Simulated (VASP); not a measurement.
**Al2Cu: single point with PBE**

Al2Cu:

```
CELL_PARAMETERS angstrom
-1.90148 1.90148 2.93960
1.90148 -1.90148 2.93960
1.90148 1.90148 -2.93960
ATOMIC_POSITIONS crystal
Al 0.75000 0.25000 0.50000
Al 0.25000 0.75000 0.50000
Cu 0.50000 0.50000 0.00000
```

```json
{
  "Program": "VASP 6.6.1",
  "Task": "single point",
  "Functional": "PBE",
  "Potentials or basis": "VASP PAW PBE potentials, release 64 (Al, Cu)",
  "Cutoff": "520 eV",
  "k mesh": "14 × 14 × 14",
  "Occupations": "gaussian, width 0.15 eV",
  "Spin": "no spin polarisation",
  "Dipole correction": "no",
  "Further INCAR settings": "ALGO = Fast; EDIFF = 1e-06; NBANDS = 16"
}
```

The pressure is 17.0 GPa and the band gap on the k mesh is zero (an odd number of electrons rules out a gap without spin polarisation).

Stress tensor (GPa, compression positive):
```
20.07  0.00  0.00
 0.00 20.07  0.00
 0.00  0.00 10.98
```

Levels at points of the mesh, in eV from the Fermi level:
```
           k point  band 7  band 8  band 9  band 10  band 11  band 12
(0.00, 0.00, 0.00)    2.45    2.97    2.97     3.22     3.22     3.99
(0.50, 0.00, 0.00)   -4.20    0.13    1.07     2.54     3.41     4.92
(0.50, 0.50, 0.00)   -3.88   -2.70   -2.03     0.41     1.35     9.14
(0.50, 0.50, 0.50)   -4.17   -1.73   -1.73     1.57     1.84     9.32
```

Wall time 6.5 min on 1 thread of Intel Xeon 8259CL, with other jobs on the host, peak memory 0.29 GiB.

Caveat: the cell stands under pressure.
